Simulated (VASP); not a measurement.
TiSi2: single point with PBEsol

TiSi2:

```
Ti Si
1.0
     0.00000    4.09096    4.24775
     2.38093    0.00000    4.24775
     2.38093    4.09096    0.00000
Ti Si
2 4
Direct
  0.50000 0.50000 0.50000
  0.75000 0.75000 0.75000
  0.83616 0.16384 0.83616
  0.16384 0.83616 0.16384
  0.08616 0.41384 0.08616
  0.41384 0.08616 0.41384
```

- Program: VASP 6.6.1
- Task: single point
- Functional: PBEsol
- Potentials or basis: VASP PAW PBE potentials, release 64 (Ti_sv, Si)
- Cutoff: 520 eV
- k mesh: 10 × 10 × 10
- Occupations: gaussian, width 0.1 eV
- Spin: no spin polarisation
- Dipole correction: no
- Further INCAR settings: ALGO = Normal; EDIFF = 1e-06; NBANDS = 29

The pressure is 0.2 GPa and the band gap on the k mesh is zero (bands 20 and 21 overlap by 1.88 eV).

Stress tensor (GPa, compression positive):
```
0.15 0.00 0.00
0.00 0.14 0.00
0.00 0.00 0.24
```

Levels at points of the mesh, in eV from the Fermi level:
```tsv
k point	band 16	band 17	band 18	band 19	band 20	band 21	band 22	band 23	band 24	band 25
(0.00, 0.00, 0.00)	-2.54	-2.29	-2.02	-1.76	-1.38	-0.94	2.09	3.19	3.44	3.46
(0.50, 0.00, 0.00)	-2.47	-1.96	-1.08	-0.03	0.15	1.04	1.40	1.74	2.29	2.71
(0.50, 0.50, 0.00)	-2.98	-1.56	-1.56	-1.00	-1.00	0.77	0.77	3.30	3.30	3.53
(0.50, 0.00, 0.50)	-2.39	-2.37	-2.37	-0.87	-0.87	1.31	1.31	3.37	3.37	3.47
(0.00, 0.50, 0.50)	-1.25	-1.17	-1.17	-0.64	-0.64	0.88	0.88	2.35	2.35	3.19
```

Wall time 21 min on 1 thread of AMD EPYC 7R43 64-Core Processor (Zen 3) (shared host), peak memory 0.43 GiB.

Caveat: the PAW data sets were made with another functional, which shifts forces and pressure a little.
